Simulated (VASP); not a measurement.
# MgC2 (P4_2/mnm) in VASP: notebook

MgC2 is run at these levels: BLYP, LDA, PBE, PBEsol, r2SCAN; tasks: single point.

All numbers are computed with VASP 6.6.1; they aren't measurements. Logs are shortened: lines on timing, memory, paths and dates and some standing lists are left out, and cuts for length are marked.

## 1. The cell of the first run

The structure is tetragonal, space group P4_2/mnm (No. 136). The conventional cell has a = 3.951 Å, b = 3.951 Å, c = 4.987 Å, α = 90.00°, β = 90.00°, γ = 90.00°. Mg (site symmetry mmm) has 10 C at 2.17 to 2.86 Å within 2.9 Å. C (site symmetry m2m) has 1 C at 1.26 Å within 1.7 Å.

## 2. Single point, BLYP

INCAR reads:

```
PREC     = Accurate       # precision mode
ENCUT    = 520            # plane-wave cutoff, eV
EDIFF    = 1E-7           # SCF threshold, eV
ISMEAR   = 0              # smearing method
SIGMA    = 0.01           # smearing width, eV
LREAL    = F              # projectors in reciprocal space
LASPH    = T              # aspherical terms in the spheres
NELM     = 80             # most SCF steps
ALGO     = Normal         # electronic algorithm
ISIF     = 2              # what is computed and relaxed
LWAVE    = F              # write WAVECAR
LCHARG   = F              # write CHGCAR
GGA      = B5             # functional
ALDAX    = 1.0          
AGGAX    = 1.0          
AGGAC    = 1.0          
ALDAC    = 0.0          
NBANDS   = 19             # bands
```

KPOINTS reads:

```
Automatic mesh
0
Gamma
  5 5 4
  0 0 0.5
```

POSCAR reads:

```
MgC2
1.0
    3.9507770000      0.0000000000      0.0000000000
    0.0000000000      3.9507770000      0.0000000000
    0.0000000000      0.0000000000      4.9870890000
Mg C
2 4
Direct
    0.5000000000      0.5000000000      0.0000000000
    0.0000000000      0.0000000000      0.5000000000
    0.8876500000      0.8876500000      0.0000000000
    0.6123500000      0.3876600000      0.5000000000
    0.1123500000      0.1123500000      0.0000000000
    0.3876600000      0.6123500000      0.5000000000
```

Potentials or basis: VASP PAW PBE potentials, release 64 (Mg, C).

Command:

```sh
cat potpaw_PBE.64/Mg/POTCAR potpaw_PBE.64/C/POTCAR > POTCAR
mpirun -np 1 vasp_std > vasp.out
```

OUTCAR:

```text
PREC = Accurate
   ENCUT = 520
   EDIFF = 1E-7
   ISMEAR = 0
   LREAL = F
   LASPH = T
   NELM = 80
   ISIF = 2
   GGA = B5

 ion  position               nearest neighbor table
   1  0.500  0.500  0.000-   3 2.17   5 2.17   4 2.57   6 2.57   4 2.57   6 2.57   5 2.86   5 2.86
                             3 2.86   3 2.86
   2  0.000  0.000  0.500-   4 2.17   6 2.17   5 2.57   3 2.57   3 2.57   5 2.57   4 2.86   6 2.86
                             4 2.86   6 2.86
   3  0.888  0.888  0.000-   5 1.26   1 2.17   2 2.57   2 2.57   1 2.86   1 2.86
   4  0.612  0.388  0.500-   6 1.26   2 2.17   1 2.57   1 2.57   2 2.86   2 2.86
   5  0.112  0.112  0.000-   3 1.26   1 2.17   2 2.57   2 2.57   1 2.86   1 2.86
   6  0.388  0.612  0.500-   4 1.26   2 2.17   1 2.57   1 2.57   2 2.86   2 2.86

  LATTYP: Found a simple tetragonal cell.
 ALAT       =     3.9507770000
 C/A-ratio  =     1.2623058705

  Lattice vectors:

 A1 = (   3.9507770000,   0.0000000000,   0.0000000000)
 A2 = (   0.0000000000,   3.9507770000,   0.0000000000)
 A3 = (   0.0000000000,   0.0000000000,   4.9870890000)

Analysis of symmetry for initial positions (statically):
=====================================================================
 Subroutine PRICEL returns:
 Original cell was already a primitive cell.

 Routine SETGRP: Setting up the symmetry group for a
 simple tetragonal supercell.

 Subroutine GETGRP returns: Found  4 space group operations
 (whereof  4 operations were pure point group operations)
 out of a pool of 16 trial point group operations.

The static configuration has the point symmetry C_2v.

Analysis of symmetry for dynamics (positions and initial velocities):
=====================================================================
 Subroutine PRICEL returns:
 Original cell was already a primitive cell.

 Routine SETGRP: Setting up the symmetry group for a
 simple tetragonal supercell.

 Subroutine GETGRP returns: Found  4 space group operations
 (whereof  4 operations were pure point group operations)
 out of a pool of 16 trial point group operations.

The dynamic configuration has the point symmetry C_2v.

 Subroutine INISYM returns: Found  4 space group operations
 (whereof  4 operations are pure point group operations),
 and found     1 'primitive' translations

----------------------------------------------------------------------------------------

                                     Primitive cell

  volume of cell :      77.8417

  direct lattice vectors                    reciprocal lattice vectors
     3.950777000  0.000000000  0.000000000     0.253114767  0.000000000  0.000000000
     0.000000000  3.950777000  0.000000000     0.000000000  0.253114767  0.000000000
     0.000000000  0.000000000  4.987089000     0.000000000  0.000000000  0.200517777

  length of vectors
     3.950777000  3.950777000  4.987089000     0.253114767  0.253114767  0.200517777

  position of ions in fractional coordinates (direct lattice)
     0.500000000  0.500000000  0.000000000
     0.000000000  0.000000000  0.500000000
     0.887650000  0.887650000  0.000000000
     0.612350000  0.387660000  0.500000000
     0.112350000  0.112350000  0.000000000
     0.387660000  0.612350000  0.500000000

  ion indices of the primitive-cell ions
   primitive index   ion index
                 1           1
                 2           2
                 3           3
                 4           4
                 5           5
                 6           6

----------------------------------------------------------------------------------------

 KPOINTS: Automatic mesh

Automatic generation of k-mesh.
 Grid dimensions read from file:
 generate k-points for:    5    5    4

 Generating k-lattice:

  Cartesian coordinates                     Fractional coordinates (reciprocal lattice)
     0.050622953  0.000000000  0.000000000     0.200000000  0.000000000  0.000000000
     0.000000000  0.050622953  0.000000000     0.000000000  0.200000000  0.000000000
     0.000000000  0.000000000  0.050129444     0.000000000  0.000000000  0.250000000

  Length of vectors
     0.050622953  0.050622953  0.050129444

  Shift w.r.t. Gamma in fractional coordinates (k-lattice)
     0.000000000  0.000000000  0.500000000

 Subroutine IBZKPT returns following result:
 ===========================================

 Found     18 irreducible k-points:

 Following reciprocal coordinates:
            Coordinates               Weight
  0.000000  0.000000  0.125000      2.000000
  0.200000  0.000000  0.125000      8.000000
  0.400000  0.000000  0.125000      8.000000
  0.200000  0.200000  0.125000      4.000000
 -0.200000  0.200000  0.125000      4.000000
  0.400000  0.200000  0.125000      8.000000
[... 10 lines left out ...]
  0.400000  0.400000  0.375000      4.000000
 -0.400000  0.400000  0.375000      4.000000
   k-points           NKPTS =     18   k-points in BZ     NKDIM =     18   number of bands    NBANDS=     19
   number of dos      NEDOS =    301   number of ions     NIONS =      6
   total plane-waves  NPLWV =  36000
   dimension x,y,z NGX =    30 NGY =   30 NGZ =   40
   dimension x,y,z NGXF=    60 NGYF=   60 NGZF=   80
   ions per type =               2   4
   NGX,Y,Z   is equivalent  to a cutoff of  12.62, 12.62, 13.33 a.u.
   NGXF,Y,Z  is equivalent  to a cutoff of  25.25, 25.25, 26.67 a.u.
 SYSTEM =  unknown system
   PREC   = accura    normal or accurate (medium, high low for compatibility)
   ISTART =      0    job   : 0-new  1-cont  2-samecut
   ICHARG =      2    charge: 1-file 2-atom 10-const
   ISPIN  =      1    spin polarized calculation?
   LNONCOLLINEAR =      F non collinear calculations
   LSORBIT =      F    spin-orbit coupling
   LASPH  =      T    aspherical Exc in radial PAW
   ENCUT  =  520.0 eV  38.22 Ry    6.18 a.u.   7.35  7.35  9.27*2*pi/ulx,y,z
   NELM   =     80;   NELMIN=  2; NELMDL= -5     # of ELM steps
   EDIFF  = 0.1E-06   stopping-criterion for ELM
   LREAL  =      F    real-space projection
   EDIFFG = 0.1E-05   stopping-criterion for IOM
   NSW    =      0    number of steps for IOM
   IBRION =     -1    ionic relax: 0-MD 1-quasi-New 2-CG
   NFREE  =      0    steps in history (QN), initial steepest desc. (CG)
   ISIF   =      2    stress and relaxation
   ISYM   =      2    0-nonsym 1-usesym 2-fastsym
   POTIM  = 0.5000    time-step for ionic-motion
   TEBEG  =    0.0;   TEEND  =   0.0 temperature during run
   PSTRESS=    0.0 pullay stress
   NELECT =      20.0000    total number of electrons
   NUPDOWN=      -1.0000    fix difference up-down
   EMIN   =  10.00;   EMAX   =-10.00  energy-range for DOS
   EFERMI =   0.00;   METHOD = LEGACY
   ISMEAR =     0;   SIGMA  =   0.01  broadening in eV -4-tet -1-fermi 0-gaus
   EFERMI_NEDOS =   21; number of points for ismear=-14 and -15
   IALGO  =     38    algorithm
   IMIX   =      4    mixing-type and parameters
     AMIX     =   0.40;   BMIX     =  1.00
     AMIX_MAG =   1.60;   BMIX_MAG =  1.00
  volume/ion in A,a.u.               =      12.97        87.55
  Fermi-wavevector in a.u.,A,eV,Ry     =   1.040752  1.966737 14.737364  1.083166
  Thomas-Fermi vector in A             =   2.175342
   LORBIT       =      0    0 simple, 1 ext, 2 COOP (PROOUT), +10 PAW based schemes
   GGA     = B5    functional components
   LHFCALC =     F    Hartree Fock is set to
   AEXX    =    0.0000 exact exchange contribution
   IVDW    =     0    specifies the selected vdW correction
   LEPSILON=     F    determine dielectric tensor
   LRPA    =     F    only Hartree local field effects (RPA)
 non-spin polarized calculation
 Gauss-broadening in eV      SIGMA  =   0.01
  energy-cutoff  :      520.00
  volume of cell :       77.84
 maximum number of plane-waves:      2122
 NGX is ok and might be reduce to    30
   NGX = 15   NGY = 15   NGZ = 19

 number of electron      20.0000000 magnetization

 Free energy of the ion-electron system (eV)
  ---------------------------------------------------
  ext. energy  EPLUGINS =         0.00000000
  ---------------------------------------------------
  free energy    TOTEN  =       -34.96328413 eV

  energy without entropy =      -34.96328413  energy(sigma->0) =      -34.96328413

 E-fermi :   1.3740     XC(G=0):  -8.9718

 val. band max:        1.3200216111   @ k =  -0.2000   0.2000   0.1250
 cond. band min:       4.2736092008   @ k =   0.0000   0.0000   0.1250
 fundamental gap:      2.9535875897
 Fermi energy:         1.3739559687

 k-point     1 :       0.0000    0.0000    0.1250
  band No.  band energies     occupation
      1     -11.3142      2.00000
      2     -10.5294      2.00000
      3      -1.9367      2.00000
      4      -1.5870      2.00000
      5      -1.5510      2.00000
      6      -1.5507      2.00000
[... 11 lines left out ...]
     18      12.6847      0.00000
     19      12.8174      0.00000

 k-point     2 :       0.2000    0.0000    0.1250
  band No.  band energies     occupation
      1     -11.1948      2.00000
      2     -10.5460      2.00000
      3      -2.3194      2.00000
      4      -2.2628      2.00000
      5      -1.4785      2.00000
      6      -1.0325      2.00000
[... 11 lines left out ...]
     18      11.9457      0.00000
     19      12.7792      0.00000

 k-point     3 :       0.4000    0.0000    0.1250
  band No.  band energies     occupation
      1     -10.9133      2.00000
      2     -10.6560      2.00000
      3      -2.9238      2.00000
      4      -2.8778      2.00000
      5      -0.8487      2.00000
      6      -0.4730      2.00000
[... 11 lines left out ...]
     18      11.7323      0.00000
     19      12.6150      0.00000

 k-point     4 :       0.2000    0.2000    0.1250
  band No.  band energies     occupation
      1     -11.0877      2.00000
      2     -10.5520      2.00000
      3      -2.6249      2.00000
      4      -2.2540      2.00000
      5      -1.7193      2.00000
      6      -0.8802      2.00000
[... 275 lines left out ...]
     18      12.2153      0.00000
     19      13.0841      0.00000

 k-point    17 :       0.4000    0.4000    0.3750
  band No.  band energies     occupation
      1     -10.6461      2.00000
      2     -10.6112      2.00000
      3      -3.0420      2.00000
      4      -2.8352      2.00000
      5      -1.6758      2.00000
      6      -0.8313      2.00000
[... 11 lines left out ...]
     18      12.4456      0.00000
     19      12.6858      0.00000

 k-point    18 :      -0.4000    0.4000    0.3750
  band No.  band energies     occupation
      1     -10.6461      2.00000
      2     -10.6112      2.00000
      3      -3.0418      2.00000
      4      -2.8354      2.00000
      5      -1.6758      2.00000
      6      -0.8314      2.00000
[... 11 lines left out ...]
     18      12.4456      0.00000
     19      12.6857      0.00000

------------------------ aborting loop because EDIFF is reached ----------------------------------------

  FORCE on cell =-STRESS in cart. coord.  units (eV):
  Direction    XX          YY          ZZ          XY          YZ          ZX
  --------------------------------------------------------------------------------------
  -------------------------------------------------------------------------------------
  Total        0.0227397      0.0227397      1.1237337     -0.0023227      0.0000000      0.0000000
  in kB        0.4680410      0.4680410     23.1292655     -0.0478069      0.0000000      0.0000000
  external PRESSURE =       8.0217825 kB  Pullay stress =       0.0000000 kB

 VOLUME and BASIS-vectors are now :
 -----------------------------------------------------------------------------
  energy-cutoff  :      520.00
  volume of cell :       77.84
      direct lattice vectors                 reciprocal lattice vectors
     3.950777000  0.000000000  0.000000000     0.253114767  0.000000000  0.000000000
     0.000000000  3.950777000  0.000000000     0.000000000  0.253114767  0.000000000
     0.000000000  0.000000000  4.987089000     0.000000000  0.000000000  0.200517777

 POSITION                                       TOTAL-FORCE (eV/Angst)
 -----------------------------------------------------------------------------------
      1.97539      1.97539      0.00000         0.000015      0.000015      0.000000
      0.00000      0.00000      2.49354        -0.000019     -0.000019      0.000000
      3.50691      3.50691      0.00000         0.390187      0.390187      0.000000
      2.41926      1.53156      2.49354        -0.387029      0.387021      0.000000
      0.44387      0.44387      0.00000        -0.390175     -0.390175      0.000000
      1.53156      2.41926      2.49354         0.387021     -0.387029      0.000000
 -----------------------------------------------------------------------------------
    total drift:                               -0.000006     -0.000006      0.000000

  FREE ENERGIE OF THE ION-ELECTRON SYSTEM (eV)
  ---------------------------------------------------
  free  energy   TOTEN  =       -34.9632841262 eV

  energy  without entropy=      -34.9632841262  energy(sigma->0) =      -34.96328413
```

Run time: 64 s. Hardware: 1 thread of Intel Xeon 8259CL, shared host; peak memory 0.18 GiB.

What came out:

```yaml
Free_energy: -34.9633 eV
Pressure: 0.8 GPa
Largest_force: 0.552 eV/Å
Band_gap_on_the_k_mesh: 2.95 eV (least direct gap 3.17 eV)
```

Forces in eV/Å, atoms in the order of the input:
```
Mg   0.000  0.000  0.000
Mg   0.000  0.000  0.000
C    0.390  0.390  0.000
C   -0.387  0.387  0.000
C   -0.390 -0.390  0.000
C    0.387 -0.387  0.000
```

Stress tensor (GPa, compression positive):
```
0.05 0.00 0.00
0.00 0.05 0.00
0.00 0.00 2.31
```

Caveat: the PAW data sets were made with another functional, which shifts forces and pressure a little; a shifted mesh leaves out Γ, where band edges can lie. A k mesh can miss the band edges.

## 3. Single point, LDA

INCAR reads:

```
SYSTEM = MgC2
PREC = Accurate ; ENCUT = 520
EDIFF = 1E-6 ; ISMEAR = 0
SIGMA = 0.01 ; LREAL = .FALSE.
LASPH = .TRUE. ; NELM = 80
ALGO = Normal ; ISIF = 2
LWAVE = .FALSE. ; LCHARG = .FALSE.
GGA = CA ; NBANDS = 19
```

KPOINTS is that of step 2.

POSCAR is that of step 2.

Potentials or basis: VASP PAW LDA potentials, release 64 (Mg, C).

Command:

```sh
cat potpaw_LDA.64/Mg/POTCAR potpaw_LDA.64/C/POTCAR > POTCAR
mpirun -np 1 vasp_std > vasp.out
```

It took 36 s on 1 thread of Intel Xeon 8259CL, shared host; peak memory 0.16 GiB.

Results (log left out):

- Free energy: -41.0955 eV
- Pressure: -5.9 GPa
- Largest force: 0.373 eV/Å
- Band gap on the k mesh: 2.64 eV (least direct gap 2.96 eV)

Forces in eV/Å, atoms in the order of the input:
```
Mg   0.000  0.000  0.000
Mg   0.000  0.000  0.000
C    0.264  0.264  0.000
C   -0.260  0.260  0.000
C   -0.264 -0.264  0.000
C    0.260 -0.260  0.000
```

Stress tensor (GPa, compression positive):
```
-6.43  0.00  0.00
 0.00 -6.43  0.00
 0.00  0.00 -4.79
```

Levels at points of the mesh, in eV from the valence-band top:
| k point | band 6 | band 7 | band 8 | band 9 | band 10 | band 11 | band 12 | band 13 | band 14 | band 15 |
| --- | --- | --- | --- | --- | --- | --- | --- | --- | --- | --- |
| (0.00, 0.00, 0.12) | -2.77 | -1.12 | -0.34 | -0.34 | -0.33 | 2.64 | 5.09 | 5.62 | 5.62 | 6.96 |

Caveat: the cell stands under tension; a shifted mesh leaves out Γ, where band edges can lie.

## 4. Single point, PBE

INCAR reads:

```
ALGO = Normal
EDIFF = 1E-7
ENCUT = 520
GGA = PE
ISIF = 2
ISMEAR = 0
LASPH = True
LCHARG = False
LREAL = False
LWAVE = False
NBANDS = 19
NELM = 100
PREC = Accurate
SIGMA = 0.01
```

KPOINTS is that of step 3.

POSCAR is that of step 3.

Potentials or basis: VASP PAW PBE potentials, release 64 (Mg, C).

Command:

```sh
cat potpaw_PBE.64/Mg/POTCAR potpaw_PBE.64/C/POTCAR > POTCAR
mpirun -np 1 vasp_std > vasp.out
```

OUTCAR:

```text
EDIFF = 1E-7
   ENCUT = 520
   GGA = PE
   ISIF = 2
   ISMEAR = 0
   LASPH = True
   LREAL = False
   NELM = 100
   PREC = Accurate

 ion  position               nearest neighbor table
   1  0.500  0.500  0.000-   3 2.17   5 2.17   4 2.57   6 2.57   4 2.57   6 2.57   5 2.86   5 2.86
                             3 2.86   3 2.86
   2  0.000  0.000  0.500-   4 2.17   6 2.17   5 2.57   3 2.57   3 2.57   5 2.57   4 2.86   6 2.86
                             4 2.86   6 2.86
[... 599 lines left out ...]
  -------------------------------------------------------------------------------------
  Total       -0.2139464     -0.2139464     -0.1347567     -0.0023634      0.0000000      0.0000000
  in kB       -4.4035542     -4.4035542     -2.7736324     -0.0486448      0.0000000      0.0000000
  external PRESSURE =      -3.8602470 kB  Pullay stress =       0.0000000 kB

 VOLUME and BASIS-vectors are now :
 -----------------------------------------------------------------------------
  energy-cutoff  :      520.00
  volume of cell :       77.84
      direct lattice vectors                 reciprocal lattice vectors
     3.950777000  0.000000000  0.000000000     0.253114767  0.000000000  0.000000000
     0.000000000  3.950777000  0.000000000     0.000000000  0.253114767  0.000000000
     0.000000000  0.000000000  4.987089000     0.000000000  0.000000000  0.200517777

 POSITION                                       TOTAL-FORCE (eV/Angst)
 -----------------------------------------------------------------------------------
      1.97539      1.97539      0.00000         0.000019      0.000019      0.000000
      0.00000      0.00000      2.49354        -0.000017     -0.000017      0.000000
      3.50691      3.50691      0.00000        -0.008880     -0.008880      0.000000
      2.41926      1.53156      2.49354         0.012101     -0.012108      0.000000
      0.44387      0.44387      0.00000         0.008884      0.008884      0.000000
      1.53156      2.41926      2.49354        -0.012108      0.012101      0.000000
 -----------------------------------------------------------------------------------
    total drift:                               -0.000015     -0.000015      0.000000

  FREE ENERGIE OF THE ION-ELECTRON SYSTEM (eV)
  ---------------------------------------------------
  free  energy   TOTEN  =       -37.3805957195 eV

  energy  without entropy=      -37.3805957195  energy(sigma->0) =      -37.38059572
```

Run time: 44 s. Hardware: 1 thread of Intel Xeon 8259CL, shared host; peak memory 0.18 GiB.

What came out:

- Free energy: -37.3806 eV
- Pressure: -0.4 GPa
- Largest force: 0.017 eV/Å
- Band gap on the k mesh: 2.75 eV (least direct gap 3.05 eV)

Forces on the atoms (eV/Å):
```
Mg   0.000  0.000  0.000
Mg   0.000  0.000  0.000
C   -0.009 -0.009  0.000
C    0.012 -0.012  0.000
C    0.009  0.009  0.000
C   -0.012  0.012  0.000
```

Stress tensor (GPa, compression positive):
```
-0.44  0.00  0.00
 0.00 -0.44  0.00
 0.00  0.00 -0.28
```

Levels at points of the mesh, in eV from the valence-band top:
| k point | band 7 | band 8 | band 9 | band 10 | band 11 | band 12 | band 13 | band 14 |
| --- | --- | --- | --- | --- | --- | --- | --- | --- |
| (0.00, 0.00, 0.12) | -1.10 | -0.33 | -0.32 | -0.29 | 2.75 | 5.17 | 5.71 | 5.71 |

Caveat: a shifted mesh leaves out Γ, where band edges can lie. A k mesh can miss the band edges.

(Continued in part 2 of 2.)
